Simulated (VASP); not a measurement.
Write the native input for VASP 6.6.1 that does the following.

| Property | Result |
| --- | --- |
| Task | single point |
| Functional | r2SCAN |
| Potentials or basis | VASP PAW PBE potentials, release 64 (C) |
| Cutoff | 520 eV |
| k mesh | 12 × 12 × 4 |
| Occupations | gaussian, width 0.05 eV |
| Spin | no spin polarisation |
| Dipole correction | no |
| Further INCAR settings | ALGO = Normal; EDIFF = 1e-06; NBANDS = 26 |

C:

```xyz
8
Lattice="2.5726 0.0000 0.0000 -1.2863 2.2279 0.0000 0.0000 0.0000 8.2803" Properties=species:S:1:pos:R:3 pbc="T T T"
C     0.0000    0.0000    0.7695
C     0.0000    0.0000    4.9097
C     0.0000    0.0000    3.3706
C     0.0000    0.0000    7.5108
C     0.0000    1.4853    1.2876
C     1.2863    0.7426    5.4277
C     0.0000    1.4853    2.8526
C     1.2863    0.7426    6.9928
```

This cell differs from its parent crystal: strain +0.025 along x and y, +0.000 along z.

One way to write it, as run:

POSCAR

```
C
1.0
    2.5725856773      0.0000000000      0.0000000000
   -1.2862928387      2.2279245500      0.0000000000
    0.0000000000      0.0000000000      8.2803246248
C
8
Direct
    0.0000000000      0.0000000000      0.0929334757
    0.0000000000      0.0000000000      0.5929334757
    0.0000000000      0.0000000000      0.4070665243
    0.0000000000      0.0000000000      0.9070665243
    0.3333333333      0.6666666667      0.1554962089
    0.6666666667      0.3333333333      0.6554962089
    0.3333333333      0.6666666667      0.3445037911
    0.6666666667      0.3333333333      0.8445037911
```

INCAR.step1

```
PREC = Accurate
ENCUT = 520
ISMEAR = 0
SIGMA = 0.05
LREAL = F
LASPH = T
NELM = 60
NBANDS = 26
GGA = PE
ALGO = Normal
EDIFF = 1E-4
LWAVE = T
LCHARG = F
```

INCAR.step2

```
PREC = Accurate
ENCUT = 520
EDIFF = 1E-6
ISMEAR = 0
SIGMA = 0.05
LREAL = F
LASPH = T
NELM = 60
ALGO = Normal
ISIF = 2
LWAVE = F
LCHARG = T
METAGGA = R2SCAN
LMIXTAU = T
LELF = T
LVHAR = T
NBANDS = 26
ISTART = 1
```

KPOINTS

```
Automatic mesh
0
Gamma
  12 12 4
```

Potentials or basis: VASP PAW PBE potentials, release 64 (C).

Launch:

```bash
$ cat potpaw_PBE.64/C/POTCAR > POTCAR
$ cp INCAR.step1 INCAR
$ mpirun -np 1 vasp_std > vasp.out
$ cp INCAR.step2 INCAR
$ mpirun -np 1 vasp_std > vasp.out
```

Results of the run:

```yaml
Pressure: -19.1 GPa
Largest_force: 0.057 eV/Å
Band_gap_on_the_k_mesh: 4.36 eV, indirect (least direct gap 5.15 eV)
```

Caveat: the cell differs from its parent crystal (strain +0.025 along x and y, +0.000 along z); the PAW data sets were made with another functional, which shifts forces and pressure a little.

Wall time 4.1 min on 1 thread of AMD EPYC 7R13 Processor (Zen 3), with other jobs on the host, peak memory 0.16 GiB.
